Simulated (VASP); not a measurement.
# HfZrS4 (P2/m) in VASP: density of states with PBE

Aim: the density of states of HfZrS4 with PBE.

Everything below comes from runs of VASP 6.6.1. Logs are shortened: lines on timing, memory, paths and dates and some standing lists are left out, and cuts for length are marked.

**1. The cell of the first run**

Symmetry: P2/m, No. 10, monoclinic system. Conventional cell: a = 6.355 Å, b = 3.669 Å, c = 6.796 Å, α = 90.00°, β = 90.03°, γ = 90.00°. Within 3.4 Å of Zr (site symmetry 2/m) lie 6 S at 2.57 to 2.58 Å. Within 3.4 Å of Hf (site symmetry 2/m) lie 6 S at 2.55 to 2.56 Å. Within 3.4 Å of S (site symmetry m) lie 1 Hf at 2.55 Å and 2 Zr at 2.57 Å. Within 3.4 Å of S (site symmetry m) lie 2 Hf at 2.56 Å and 1 Zr at 2.58 Å.

**2. Density of states, PBE**

File POSCAR:

```
HfZrS4
1.0
    6.3546722193      0.0000000000     -0.0012239781
    0.0000000000      3.6693734628      0.0000000000
   -0.0026271994      0.0000000000      6.7956546719
Zr Hf S
1 1 4
Direct
    0.0000000000      0.0000000000      0.0000000000
    0.5000000000      0.5000000000      0.0000000000
    0.1690037263      0.5000000000      0.2130529261
    0.6645349467      0.0000000000      0.2126594993
    0.8309962737      0.5000000000      0.7869470739
    0.3354650533      0.0000000000      0.7873405007
```

File INCAR.step1:

```
SYSTEM = HfZrS4
PREC = Accurate
ENCUT = 520
EDIFF = 1E-6
ISMEAR = 0
SIGMA = 0.02
LREAL = .False.
LASPH = .True.
NELM = 80
ALGO = Normal
ISIF = 2
LWAVE = .False.
LCHARG = .True.
LMAXMIX = 4
GGA = PE
NBANDS = 32
```

File KPOINTS.step1:

```
regular mesh
0
Gamma
  4 8 4
  0 0 0
```

File INCAR.step2:

```
SYSTEM = HfZrS4
PREC = Accurate
ENCUT = 520
EDIFF = 1E-6
ISMEAR = -5
SIGMA = 0.02
LREAL = .False.
LASPH = .True.
NELM = 80
ALGO = Normal
ISIF = 2
LWAVE = .False.
LCHARG = .False.
LMAXMIX = 4
GGA = PE
LORBIT = 11
NEDOS = 2001
ICHARG = 11
```

File KPOINTS.step2:

```
regular mesh
0
Gamma
  6 12 6
  0 0 0
```

Potentials or basis: VASP PAW PBE potentials, release 64 (Zr_sv, Hf_pv, S).

Launch:

```bash
$ cat potpaw_PBE.64/Zr_sv/POTCAR potpaw_PBE.64/Hf_pv/POTCAR potpaw_PBE.64/S/POTCAR > POTCAR
$ cp INCAR.step1 INCAR
$ cp KPOINTS.step1 KPOINTS
$ mpirun -np 1 vasp_std > vasp.out
$ cp INCAR.step2 INCAR
$ cp KPOINTS.step2 KPOINTS
$ mpirun -np 1 vasp_std > vasp.out
```

OUTCAR:

```text
SYSTEM = HfZrS4
   PREC = Accurate
   ENCUT = 520
   EDIFF = 1E-6
   ISMEAR = -5
   LREAL = .False.
   LASPH = .True.
   NELM = 80
   ISIF = 2
   GGA = PE
   LORBIT = 11
   ICHARG = 11

 ion  position               nearest neighbor table
   1  0.000  0.000  0.000-   3 2.57   5 2.57   3 2.57   5 2.57   4 2.58   6 2.58   2 3.67   2 3.67
                             2 3.67   2 3.67
   2  0.500  0.500  0.000-   3 2.55   5 2.55   4 2.56   6 2.56   4 2.56   6 2.56   1 3.67   1 3.67
                             1 3.67   1 3.67
   3  0.169  0.500  0.213-   2 2.55   1 2.57   1 2.57
   4  0.665  0.000  0.213-   2 2.56   2 2.56   1 2.58
   5  0.831  0.500  0.787-   2 2.55   1 2.57   1 2.57
   6  0.335  0.000  0.787-   2 2.56   2 2.56   1 2.58

  LATTYP: Found a simple monoclinic cell.
 ALAT       =     6.3546723372
 B/A-ratio  =     0.5774292156
 C/A-ratio  =     1.0693950560
 COS(beta)  =    -0.0005792106

  Lattice vectors:

 A1 = (   6.3546722193,   0.0000000000,  -0.0012239781)
 A2 = (   0.0000000000,   3.6693734628,   0.0000000000)
 A3 = (  -0.0026271994,   0.0000000000,   6.7956546719)

Analysis of symmetry for initial positions (statically):
=====================================================================
 Subroutine PRICEL returns:
 Original cell was already a primitive cell.

 Routine SETGRP: Setting up the symmetry group for a
 simple monoclinic supercell.

 Subroutine GETGRP returns: Found  4 space group operations
 (whereof  4 operations were pure point group operations)
 out of a pool of  4 trial point group operations.

The static configuration has the point symmetry C_2h.

Analysis of symmetry for dynamics (positions and initial velocities):
=====================================================================
 Subroutine PRICEL returns:
 Original cell was already a primitive cell.

 Routine SETGRP: Setting up the symmetry group for a
 simple monoclinic supercell.

 Subroutine GETGRP returns: Found  4 space group operations
 (whereof  4 operations were pure point group operations)
 out of a pool of  4 trial point group operations.

The dynamic configuration has the point symmetry C_2h.

 Subroutine INISYM returns: Found  4 space group operations
 (whereof  4 operations are pure point group operations),
 and found     1 'primitive' translations
[... 107 lines left out ...]
   EDIFFG = 0.1E-04   stopping-criterion for IOM
   NSW    =      0    number of steps for IOM
   IBRION =     -1    ionic relax: 0-MD 1-quasi-New 2-CG
   NFREE  =      0    steps in history (QN), initial steepest desc. (CG)
   ISIF   =      2    stress and relaxation
   ISYM   =      2    0-nonsym 1-usesym 2-fastsym
   POTIM  = 0.5000    time-step for ionic-motion
   TEBEG  =    0.0;   TEEND  =   0.0 temperature during run
   PSTRESS=    0.0 pullay stress
   NELECT =      46.0000    total number of electrons
   NUPDOWN=      -1.0000    fix difference up-down
   EMIN   =  10.00;   EMAX   =-10.00  energy-range for DOS
   EFERMI =   0.00;   METHOD = LEGACY
   ISMEAR =    -5;   SIGMA  =   0.02  broadening in eV -4-tet -1-fermi 0-gaus
   EFERMI_NEDOS =   21; number of points for ismear=-14 and -15
   IALGO  =     38    algorithm
   IMIX   =      4    mixing-type and parameters
     AMIX     =   0.40;   BMIX     =  1.00
     AMIX_MAG =   1.60;   BMIX_MAG =  1.00
  volume/ion in A,a.u.               =      26.41       178.22
  Fermi-wavevector in a.u.,A,eV,Ry     =   1.083982  2.048429 15.987071  1.175017
  Thomas-Fermi vector in A             =   2.220061
   LORBIT       =     11    0 simple, 1 ext, 2 COOP (PROOUT), +10 PAW based schemes
   GGA     = PE    functional components
   LHFCALC =     F    Hartree Fock is set to
   AEXX    =    0.0000 exact exchange contribution
   IVDW    =     0    specifies the selected vdW correction
   LEPSILON=     F    determine dielectric tensor
   LRPA    =     F    only Hartree local field effects (RPA)
 non-spin polarized calculation
 Fermi weights with tetrahedron method with Bloechl corrections
  energy-cutoff  :      520.00
  volume of cell :      158.46
 maximum number of plane-waves:      4296

 number of electron      46.0000000 magnetization

 Free energy of the ion-electron system (eV)
  ---------------------------------------------------
  ext. energy  EPLUGINS =         0.00000000
  ---------------------------------------------------
  free energy    TOTEN  =       -44.37057426 eV

  energy without entropy =      -44.37057426  energy(sigma->0) =      -44.37057426

 E-fermi :   2.3328     XC(G=0):  -8.6395

 val. band max:        2.3245765724   @ k =   0.0000   0.0000   0.0000
 cond. band min:       3.4743904863   @ k =   0.5000   0.5000   0.5000
 fundamental gap:      1.1498139139
 Fermi energy:         2.3328348179

 k-point     1 :       0.0000    0.0000    0.0000
  band No.  band energies     occupation
      1     -46.6010      2.00000
      2     -28.3128      2.00000
      3     -28.3008      2.00000
      4     -28.2362      2.00000
      5     -24.6397      2.00000
      6     -24.6327      2.00000
[... 709 lines left out ...]
     26       5.6961      0.00000
     27       6.2157      0.00000

 [... further k-points ...]
[... 5 lines left out ...]
  --------------------------------------------------------------------------------------
  -------------------------------------------------------------------------------------
  Total       -0.2832249     -0.3043602     -0.1575434      0.0000000      0.0000000      0.0024625
  in kB       -2.8636880     -3.0773873     -1.5929222      0.0000000      0.0000000      0.0248988
  external PRESSURE =      -2.5113325 kB  Pullay stress =       0.0000000 kB

 VOLUME and BASIS-vectors are now :
 -----------------------------------------------------------------------------
  energy-cutoff  :      520.00
  volume of cell :      158.46
      direct lattice vectors                 reciprocal lattice vectors
     6.354672219  0.000000000 -0.001223978     0.157364541  0.000000000  0.000060837
     0.000000000  3.669373463  0.000000000     0.000000000  0.272526089  0.000000000
    -0.002627199  0.000000000  6.795654672     0.000028343  0.000000000  0.147152868

 POSITION                                       TOTAL-FORCE (eV/Angst)
 -----------------------------------------------------------------------------------
      0.00000      0.00000      0.00000         0.000000      0.000000      0.000000
      3.17734      1.83469     -0.00061         0.000000      0.000000      0.000000
      1.07340      1.83469      1.44763         0.037191     -0.000000     -0.008792
      4.22234      0.00000      1.44435        -0.034687      0.000000     -0.035748
      5.27864      1.83469      5.34680        -0.037191      0.000000      0.008792
      2.12970      0.00000      5.35008         0.034687     -0.000000      0.035748
 -----------------------------------------------------------------------------------
    total drift:                               -0.000000     -0.000000      0.000000

  FREE ENERGIE OF THE ION-ELECTRON SYSTEM (eV)
  ---------------------------------------------------
  free  energy   TOTEN  =       -44.3705742628 eV

  energy  without entropy=      -44.3705742628  energy(sigma->0) =      -44.37057426

 total charge

# of ion       s       p       d       tot
------------------------------------------
    1        2.172   6.022   1.420   9.614
    2        0.307   6.508   1.412   8.227
    3        1.343   2.417   0.000   3.760
    4        1.341   2.420   0.000   3.762
    5        1.343   2.417   0.000   3.760
    6        1.341   2.420   0.000   3.762
--------------------------------------------------
tot          7.847  22.204   2.831  32.883
```

OSZICAR.step1:

```text
N       E                     dE             d eps       ncg     rms          rms(c)
DAV:   1     0.315667529047E+03    0.31567E+03   -0.21951E+04  3216   0.129E+03
DAV:   2    -0.239703929865E+02   -0.33964E+03   -0.32669E+03  4144   0.303E+02
DAV:   3    -0.473887364572E+02   -0.23418E+02   -0.23152E+02  4752   0.704E+01
DAV:   4    -0.484341937756E+02   -0.10455E+01   -0.10439E+01  5040   0.130E+01
DAV:   5    -0.484574998886E+02   -0.23306E-01   -0.23304E-01  4592   0.164E+00    0.506E+01
DAV:   6    -0.444904943877E+02    0.39670E+01   -0.10207E+01  3768   0.141E+01    0.345E+01
DAV:   7    -0.443739340716E+02    0.11656E+00   -0.23223E+00  4632   0.657E+00    0.125E+01
DAV:   8    -0.443840139131E+02   -0.10080E-01   -0.23782E-01  4288   0.222E+00    0.171E+00
DAV:   9    -0.443691365765E+02    0.14877E-01   -0.59149E-02  4232   0.110E+00    0.869E-01
DAV:  10    -0.443694594228E+02   -0.32285E-03   -0.12278E-02  4216   0.464E-01    0.532E-01
DAV:  11    -0.443694248896E+02    0.34533E-04   -0.28847E-04  4192   0.847E-02    0.119E-01
DAV:  12    -0.443694630220E+02   -0.38132E-04   -0.18652E-04  4296   0.670E-02    0.400E-02
DAV:  13    -0.443694685136E+02   -0.54916E-05   -0.19130E-05  4320   0.201E-02    0.105E-02
DAV:  14    -0.443694714547E+02   -0.29411E-05   -0.25018E-06  3456   0.899E-03    0.316E-03
DAV:  15    -0.443694723909E+02   -0.93616E-06   -0.11209E-06  3072   0.607E-03
   1 F= -.44369472E+02 E0= -.44369472E+02  d E =-.129216E-67
```

It took 3.6 min on 1 thread of Intel Xeon 6975P-C (Granite Rapids), shared host; peak memory 0.68 GiB.

Results:

```
Valence electrons inside the program's atomic spheres : Zr 9.61; Hf 8.23; S 3.76
```

Levels at points of the mesh, in eV from the valence-band top:
| k point | band 21 | band 22 | band 23 | band 24 | band 25 | band 26 |
| --- | --- | --- | --- | --- | --- | --- |
| (0.00, 0.00, 0.00) | -0.43 | 0.00 | 0.00 | 1.26 | 1.85 | 1.91 |
| (0.50, 0.00, 0.00) | -0.84 | -0.37 | -0.35 | 1.51 | 1.79 | 2.81 |
| (0.00, 0.50, 0.00) | -1.93 | -1.16 | -1.04 | 2.22 | 2.67 | 2.85 |
| (0.50, 0.50, 0.00) | -1.35 | -1.04 | -0.98 | 1.24 | 1.33 | 3.46 |
| (0.00, 0.00, 0.50) | -0.97 | -0.02 | -0.02 | 1.17 | 1.85 | 1.90 |
| (0.50, 0.00, 0.50) | -0.84 | -0.59 | -0.54 | 1.46 | 1.73 | 2.82 |
| (0.00, 0.50, 0.50) | -1.88 | -1.17 | -1.06 | 2.24 | 2.64 | 2.69 |
| (0.50, 0.50, 0.50) | -1.04 | -0.97 | -0.92 | 1.15 | 1.22 | 3.46 |

Caveat: spin-orbit coupling is left out, which moves the levels of the heavy elements; this functional lacks dispersion, which binds the layers, so the pressure and a relaxed spacing across them are unreliable.
